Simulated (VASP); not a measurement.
# Si (Fd-3m) in VASP: notebook

The runs below take Si through single point, with PBEsol.

Everything below comes from runs of VASP 6.6.1. Logs are shortened: lines on timing, memory, paths and dates and some standing lists are left out, and cuts for length are marked.

## 1. The cell of the first run

Symmetry: Fd-3m, No. 227, cubic system. The conventional cell has a = 5.431 Å, b = 5.431 Å, c = 5.431 Å, α = 90.00°, β = 90.00°, γ = 90.00°. Within 3.1 Å of Si (site symmetry -43m) lie 4 Si at 2.35 Å.

## 2. Single point, PBEsol

Contents of INCAR:

```
ALGO = Normal
EDIFF = 1E-6
ENCUT = 500
GGA = PS
GGA_COMPAT = F
ISIF = 2
ISMEAR = 0
LASPH = T
LCHARG = F
LREAL = F
LWAVE = F
NBANDS = 11
NELM = 120
PREC = Accurate
SIGMA = 0.1
```

Contents of KPOINTS:

```
k-points
0
Gamma
  6 6 6
```

Contents of POSCAR:

```
Si
1.0
    0.0000000000      2.7155000000      2.7155000000
    2.7155000000      0.0000000000      2.7155000000
    2.7155000000      2.7155000000      0.0000000000
Si
2
Direct
    0.0000000000      0.0000000000      0.0000000000
    0.2500000000      0.2500000000      0.2500000000
```

Potentials or basis: VASP PAW PBE potentials, release 64 (Si).

Launch:

```bash
$ cat potpaw_PBE.64/Si/POTCAR > POTCAR
$ mpirun -np 1 vasp_std > vasp.out
```

OUTCAR:

```text
EDIFF = 1E-6
   ENCUT = 500
   GGA = PS
   ISIF = 2
   ISMEAR = 0
   LASPH = T
   LREAL = F
   NELM = 120
   PREC = Accurate

 ion  position               nearest neighbor table
   1  0.000  0.000  0.000-   2 2.35   2 2.35   2 2.35   2 2.35
   2  0.250  0.250  0.250-   1 2.35   1 2.35   1 2.35   1 2.35

  LATTYP: Found a face centered cubic cell.
 ALAT       =     5.4310000000

  Lattice vectors:

 A1 = (   0.0000000000,   2.7155000000,   2.7155000000)
 A2 = (   2.7155000000,   0.0000000000,   2.7155000000)
 A3 = (   2.7155000000,   2.7155000000,   0.0000000000)

Analysis of symmetry for initial positions (statically):
=====================================================================
 Subroutine PRICEL returns:
 Original cell was already a primitive cell.

 Routine SETGRP: Setting up the symmetry group for a
 face centered cubic supercell.

 Subroutine GETGRP returns: Found 48 space group operations
 (whereof 24 operations were pure point group operations)
 out of a pool of 48 trial point group operations.

The static configuration has the point symmetry T_d .
 The point group associated with its full space group is O_h .

Analysis of symmetry for dynamics (positions and initial velocities):
=====================================================================
 Subroutine PRICEL returns:
 Original cell was already a primitive cell.

 Routine SETGRP: Setting up the symmetry group for a
 face centered cubic supercell.

 Subroutine GETGRP returns: Found 48 space group operations
 (whereof 24 operations were pure point group operations)
 out of a pool of 48 trial point group operations.

The dynamic configuration has the point symmetry T_d .
 The point group associated with its full space group is O_h .

 Subroutine INISYM returns: Found 48 space group operations
 (whereof 24 operations are pure point group operations),
 and found     1 'primitive' translations

----------------------------------------------------------------------------------------

                                     Primitive cell

  volume of cell :      40.0479

  direct lattice vectors                    reciprocal lattice vectors
     0.000000000  2.715500000  2.715500000    -0.184128153  0.184128153  0.184128153
     2.715500000  0.000000000  2.715500000     0.184128153 -0.184128153  0.184128153
     2.715500000  2.715500000  0.000000000     0.184128153  0.184128153 -0.184128153

  length of vectors
     3.840296929  3.840296929  3.840296929     0.318919316  0.318919316  0.318919316

  position of ions in fractional coordinates (direct lattice)
     0.000000000  0.000000000  0.000000000
     0.250000000  0.250000000  0.250000000

  ion indices of the primitive-cell ions
   primitive index   ion index
                 1           1
                 2           2

----------------------------------------------------------------------------------------

 KPOINTS: k-points

Automatic generation of k-mesh.
 Grid dimensions read from file:
 generate k-points for:    6    6    6

 Generating k-lattice:

  Cartesian coordinates                     Fractional coordinates (reciprocal lattice)
    -0.030688026  0.030688026  0.030688026     0.166666667  0.000000000  0.000000000
     0.030688026 -0.030688026  0.030688026     0.000000000  0.166666667  0.000000000
     0.030688026  0.030688026 -0.030688026     0.000000000  0.000000000  0.166666667

  Length of vectors
     0.053153219  0.053153219  0.053153219

  Shift w.r.t. Gamma in fractional coordinates (k-lattice)
     0.000000000  0.000000000  0.000000000

 Subroutine IBZKPT returns following result:
 ===========================================

 Found     16 irreducible k-points:

 Following reciprocal coordinates:
            Coordinates               Weight
  0.000000  0.000000  0.000000      1.000000
  0.166667  0.000000  0.000000      8.000000
  0.333333  0.000000  0.000000      8.000000
  0.500000  0.000000  0.000000      4.000000
  0.166667  0.166667  0.000000      6.000000
  0.333333  0.166667  0.000000     24.000000
[... 8 lines left out ...]
 -0.333333  0.333333  0.166667     24.000000
 -0.333333  0.500000  0.166667     12.000000
   k-points           NKPTS =     16   k-points in BZ     NKDIM =     16   number of bands    NBANDS=     11
   number of dos      NEDOS =    301   number of ions     NIONS =      2
   total plane-waves  NPLWV =  21952
   dimension x,y,z NGX =    28 NGY =   28 NGZ =   28
   dimension x,y,z NGXF=    56 NGYF=   56 NGZF=   56
   ions per type =               2
   NGX,Y,Z   is equivalent  to a cutoff of  12.12, 12.12, 12.12 a.u.
   NGXF,Y,Z  is equivalent  to a cutoff of  24.24, 24.24, 24.24 a.u.
 SYSTEM =  unknown system
   PREC   = accura    normal or accurate (medium, high low for compatibility)
   ISTART =      0    job   : 0-new  1-cont  2-samecut
   ICHARG =      2    charge: 1-file 2-atom 10-const
   ISPIN  =      1    spin polarized calculation?
   LNONCOLLINEAR =      F non collinear calculations
   LSORBIT =      F    spin-orbit coupling
   LASPH  =      T    aspherical Exc in radial PAW
   ENCUT  =  500.0 eV  36.75 Ry    6.06 a.u.   7.00  7.00  7.00*2*pi/ulx,y,z
   NELM   =    120;   NELMIN=  2; NELMDL= -5     # of ELM steps
   EDIFF  = 0.1E-05   stopping-criterion for ELM
   LREAL  =      F    real-space projection
   EDIFFG = 0.1E-04   stopping-criterion for IOM
   NSW    =      0    number of steps for IOM
   IBRION =     -1    ionic relax: 0-MD 1-quasi-New 2-CG
   NFREE  =      0    steps in history (QN), initial steepest desc. (CG)
   ISIF   =      2    stress and relaxation
   ISYM   =      2    0-nonsym 1-usesym 2-fastsym
   POTIM  = 0.5000    time-step for ionic-motion
   TEBEG  =    0.0;   TEEND  =   0.0 temperature during run
   PSTRESS=    0.0 pullay stress
   NELECT =       8.0000    total number of electrons
   NUPDOWN=      -1.0000    fix difference up-down
   EMIN   =  10.00;   EMAX   =-10.00  energy-range for DOS
   EFERMI =   0.00;   METHOD = LEGACY
   ISMEAR =     0;   SIGMA  =   0.10  broadening in eV -4-tet -1-fermi 0-gaus
   EFERMI_NEDOS =   21; number of points for ismear=-14 and -15
   IALGO  =     38    algorithm
   IMIX   =      4    mixing-type and parameters
     AMIX     =   0.40;   BMIX     =  1.00
     AMIX_MAG =   1.60;   BMIX_MAG =  1.00
  volume/ion in A,a.u.               =      20.02       135.13
  Fermi-wavevector in a.u.,A,eV,Ry     =   0.956999  1.808467 12.460868  0.915848
  Thomas-Fermi vector in A             =   2.085978
   LORBIT       =      0    0 simple, 1 ext, 2 COOP (PROOUT), +10 PAW based schemes
   GGA     = PS    functional components
   LHFCALC =     F    Hartree Fock is set to
   AEXX    =    0.0000 exact exchange contribution
   IVDW    =     0    specifies the selected vdW correction
   LEPSILON=     F    determine dielectric tensor
   LRPA    =     F    only Hartree local field effects (RPA)
 non-spin polarized calculation
 Gauss-broadening in eV      SIGMA  =   0.10
  energy-cutoff  :      500.00
  volume of cell :       40.05
 maximum number of plane-waves:      1034
   NGX = 13   NGY = 13   NGZ = 13

 number of electron       8.0000001 magnetization

 Free energy of the ion-electron system (eV)
  ---------------------------------------------------
  ext. energy  EPLUGINS =         0.00000000
  ---------------------------------------------------
  free energy    TOTEN  =       -11.46751474 eV

  energy without entropy =      -11.46751428  energy(sigma->0) =      -11.46751451

 E-fermi :   6.0827     XC(G=0):  -9.5491

 val. band max:        5.7970004274   @ k =   0.0000   0.0000   0.0000
 cond. band min:       6.3816420316   @ k =   0.5000   0.5000   0.0000
 fundamental gap:      0.5846416042
 Fermi energy:         6.0826779972

 k-point     1 :       0.0000    0.0000    0.0000
  band No.  band energies     occupation
      1      -6.1944      2.00000
      2       5.7970      1.99995
      3       5.7970      1.99995
      4       5.7970      1.99995
      5       8.3103      0.00000
      6       8.3103      0.00000
      7       8.3103      0.00000
      8       9.1192      0.00000
      9      13.4809      0.00000
     10      13.4809      0.00000
     11      13.5030      0.00000

 k-point     2 :       0.1667    0.0000    0.0000
  band No.  band energies     occupation
      1      -5.8317      2.00000
      2       3.3968      2.00000
      3       5.3414      2.00000
      4       5.3414      2.00000
      5       8.0839      0.00000
      6       8.9620      0.00000
      7       8.9620      0.00000
      8      11.2001      0.00000
      9      12.8159      0.00000
     10      12.8159      0.00000
     11      14.6626      0.00000

 k-point     3 :       0.3333    0.0000    0.0000
  band No.  band energies     occupation
      1      -4.8105      2.00000
      2       0.4294      2.00000
      3       4.7903      2.00000
      4       4.7903      2.00000
      5       7.4865      0.00000
      6       9.2419      0.00000
      7       9.2419      0.00000
      8      13.5014      0.00000
      9      13.7186      0.00000
     10      13.7186      0.00000
     11      14.7689      0.00000

 k-point     4 :       0.5000    0.0000    0.0000
  band No.  band energies     occupation
      1      -3.8442      2.00000
      2      -1.2200      2.00000
      3       4.5927      2.00000
      4       4.5927      2.00000
      5       7.2597      0.00000
      6       9.0653      0.00000
      7       9.0653      0.00000
      8      13.3049      0.00000
      9      16.3035      0.00000
     10      16.3035      0.00000
     11      17.0170      0.00000
[... 127 lines left out ...]
 k-point    14 :       0.5000    0.3333    0.1667
  band No.  band energies     occupation
      1      -3.8939      2.00000
      2       0.1446      2.00000
      3       2.1763      2.00000
      4       3.4710      2.00000
      5       8.5689      0.00000
      6       9.4023      0.00000
      7       9.9731      0.00000
      8      12.8158      0.00000
      9      14.7415      0.00000
     10      15.6273      0.00000
     11      18.7520      0.00000

 k-point    15 :      -0.3333    0.3333    0.1667
  band No.  band energies     occupation
      1      -2.8992      2.00000
      2      -1.0647      2.00000
      3       1.7332      2.00000
      4       2.9960      2.00000
      5       9.0522      0.00000
      6       9.2833      0.00000
      7      11.8125      0.00000
      8      12.2506      0.00000
      9      13.3032      0.00000
     10      16.8425      0.00000
     11      17.6872      0.00000

 k-point    16 :      -0.3333    0.5000    0.1667
  band No.  band energies     occupation
      1      -1.9089      2.00000
      2      -1.9089      2.00000
      3       2.0998      2.00000
      4       2.0998      2.00000
      5       8.4492      0.00000
      6       8.4492      0.00000
      7      12.4942      0.00000
      8      12.4942      0.00000
      9      16.3238      0.00000
     10      16.3238      0.00000
     11      18.6961      0.00000

------------------------ aborting loop because EDIFF is reached ----------------------------------------

  FORCE on cell =-STRESS in cart. coord.  units (eV):
  Direction    XX          YY          ZZ          XY          YZ          ZX
  --------------------------------------------------------------------------------------
  -------------------------------------------------------------------------------------
  Total        0.0811253      0.0811253      0.0811253      0.0000000      0.0000000      0.0000000
  in kB        3.2455423      3.2455423      3.2455423      0.0000000      0.0000000      0.0000000
  external PRESSURE =       3.2455423 kB  Pullay stress =       0.0000000 kB

 VOLUME and BASIS-vectors are now :
 -----------------------------------------------------------------------------
  energy-cutoff  :      500.00
  volume of cell :       40.05
      direct lattice vectors                 reciprocal lattice vectors
     0.000000000  2.715500000  2.715500000    -0.184128153  0.184128153  0.184128153
     2.715500000  0.000000000  2.715500000     0.184128153 -0.184128153  0.184128153
     2.715500000  2.715500000  0.000000000     0.184128153  0.184128153 -0.184128153

 POSITION                                       TOTAL-FORCE (eV/Angst)
 -----------------------------------------------------------------------------------
      0.00000      0.00000      0.00000         0.000000      0.000000      0.000000
      1.35775      1.35775      1.35775        -0.000000     -0.000000     -0.000000
 -----------------------------------------------------------------------------------
    total drift:                                0.000000      0.000000     -0.000000

  FREE ENERGIE OF THE ION-ELECTRON SYSTEM (eV)
  ---------------------------------------------------
  free  energy   TOTEN  =       -11.4675147375 eV

  energy  without entropy=      -11.4675142780  energy(sigma->0) =      -11.46751451
```

It took 10 s on 1 thread of Intel Xeon 8259CL, shared host; peak memory 0.14 GiB.

Results:

```
Free energy            : -11.4675 eV
Pressure               : 0.3 GPa
Band gap on the k mesh : 0.58 eV (least direct gap 2.51 eV)
```

Caveat: semilocal functionals underestimate gaps, and a narrow one can read as zero; the PAW data sets were made with another functional, which shifts forces and pressure a little.

## 3. Single point, PBEsol

Contents of INCAR:

```
SYSTEM = Si
PREC = Accurate
ENCUT = 500
EDIFF = 1E-6
ISMEAR = 0
SIGMA = 0.02
LREAL = .False.
LASPH = .True.
NELM = 120
ALGO = Normal
ISIF = 2
LWAVE = .False.
LCHARG = .True.
GGA = PS
LELF = .True.
LVHAR = .True.
NBANDS = 11
GGA_COMPAT = .False.
```

Contents of KPOINTS:

```
regular mesh
0
Gamma
  12 12 12
  0 0 0
```

Contents of POSCAR:

```
Si
1.0
    0.0000000000      2.7167274874      2.7167274874
    2.7167274874      0.0000000000      2.7167274874
    2.7167274874      2.7167274874      0.0000000000
Si
2
Direct
    0.0000000000      0.0000000000      0.0000000000
    0.2500000000      0.2500000000      0.2500000000
```

Potentials or basis: VASP PAW PBE potentials, release 64 (Si).

Launch:

```bash
$ cat potpaw_PBE.64/Si/POTCAR > POTCAR
$ mpirun -np 1 vasp_std > vasp.out
```

Run time: 36 s. Hardware: 1 thread of Intel Xeon 8259CL, shared host; peak memory 0.16 GiB.

The run converged. Its results:

```
Free energy            : -11.4933 eV
Pressure               : 0.1 GPa
Band gap on the k mesh : 0.46 eV (least direct gap 2.52 eV)
```

Levels at points of the mesh, in eV from the valence-band top:
```csv
k point,band 1,band 2,band 3,band 4,band 5,band 6,band 7,band 8,band 9
"(0.00, 0.00, 0.00)",-11.98,0.00,0.00,0.00,2.52,2.52,2.52,3.31,7.69
"(0.50, 0.00, 0.00)",-9.63,-7.01,-1.20,-1.20,1.46,3.27,3.27,7.51,10.51
"(0.50, 0.50, 0.00)",-7.82,-7.82,-2.87,-2.87,0.59,0.59,10.05,10.05,10.93
```

Caveat: semilocal functionals underestimate gaps, and a narrow one can read as zero; the PAW data sets were made with another functional, which shifts forces and pressure a little.

## 4. Single point, PBEsol

Contents of INCAR:

```
ALGO = Normal
EDIFF = 1E-6
ENCUT = 500
GGA = PS
GGA_COMPAT = F
ISIF = 2
ISMEAR = 0
LASPH = T
LCHARG = T
LELF = T
LREAL = F
LVHAR = T
LWAVE = F
NBANDS = 11
NELM = 120
PREC = Accurate
SIGMA = 0.02
```

Contents of KPOINTS:

```
k-points
0
Gamma
  12 12 12
```

POSCAR is that of step 3.

Launch:

```bash
$ cat potpaw_PBE.64/Si/POTCAR > POTCAR
$ mpirun -np 1 vasp_std > vasp.out
```

Wall time 36 s (1 thread of Intel Xeon 8259CL, shared host); peak memory 0.16 GiB.

Results (log left out):

```
Free energy            : -11.4933 eV
Pressure               : 0.1 GPa
Band gap on the k mesh : 0.46 eV (least direct gap 2.52 eV)
```

Levels at points of the mesh, in eV from the valence-band top:
| k point | band 1 | band 2 | band 3 | band 4 | band 5 | band 6 | band 7 | band 8 |
| --- | --- | --- | --- | --- | --- | --- | --- | --- |
| (0.00, 0.00, 0.00) | -11.98 | 0.00 | 0.00 | 0.00 | 2.52 | 2.52 | 2.52 | 3.31 |
| (0.50, 0.00, 0.00) | -9.63 | -7.01 | -1.20 | -1.20 | 1.46 | 3.27 | 3.27 | 7.51 |
| (0.50, 0.50, 0.00) | -7.82 | -7.82 | -2.87 | -2.87 | 0.59 | 0.59 | 10.05 | 10.05 |

Caveat: semilocal functionals underestimate gaps, and a narrow one can read as zero; the PAW data sets were made with another functional, which shifts forces and pressure a little. A k mesh can miss the band edges.
